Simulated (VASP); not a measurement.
Crystal: GaN.

```
Ga N
1.0
     3.01108    0.00000    0.00000
    -1.50554    2.60767    0.00000
     0.00000    0.00000   14.75119
Ga N
6 6
Direct
  0.00000 0.00000 0.18750
  0.00000 0.00000 0.68750
  0.33333 0.66667 0.52083
  0.66667 0.33333 0.02083
  0.33333 0.66667 0.85417
  0.66667 0.33333 0.35417
  0.00000 0.00000 0.31250
  0.00000 0.00000 0.81250
  0.33333 0.66667 0.97917
  0.66667 0.33333 0.47917
  0.33333 0.66667 0.64583
  0.66667 0.33333 0.14583
```

The cell was generated, and may not be a known phase.

```yaml
Program: VASP 6.6.1
Task: relaxation of cell and atoms
Functional: PBE
Potentials_or_basis: VASP PAW PBE potentials, release 64 (Ga_d, N)
Cutoff: 600 eV
k_mesh: 6 × 6 × 2
Occupations: gaussian, width 0.1 eV
Spin: no spin polarisation
```

At the start: pressure 51.9 GPa; volume 9.65 Å³/atom.

Q: Where does the relaxation end?

A: Over 4 steps the energy falls by 286.5 meV/atom and the volume is 11.79 Å³/atom (+22.1 %); space group P6_3mc (No. 186, to 0.1 Å) before and after.

The path:
| step | energy change (eV) | largest force (eV/Å) | pressure (GPa) | volume (Å³) |
| --- | --- | --- | --- | --- |
| 1 | 0.0000 | 0.0369 | 51.85 | 115.82 |
| 2 | -0.2825 | 0.0386 | -23.53 | 176.48 |
| 3 | -3.4343 | 0.0307 | -1.20 | 142.20 |
| 4 | -3.4379 | 0.0308 | -0.21 | 141.42 |

Final structure:
```
Ga N
1.0
     3.21805    0.00000    0.00000
    -1.60903    2.78692    0.00000
     0.00000    0.00000   15.76874
Ga N
6 6
Direct
  0.00000 0.00000 0.18753
  0.00000 0.00000 0.68753
  0.33333 0.66667 0.52077
  0.66667 0.33333 0.02077
  0.33333 0.66667 0.85411
  0.66667 0.33333 0.35411
  0.00000 0.00000 0.31255
  0.00000 0.00000 0.81255
  0.33333 0.66667 0.97922
  0.66667 0.33333 0.47922
  0.33333 0.66667 0.64582
  0.66667 0.33333 0.14582
```

Caveat: the volume moved by over 15 % at a fixed basis, so the end points are rough.
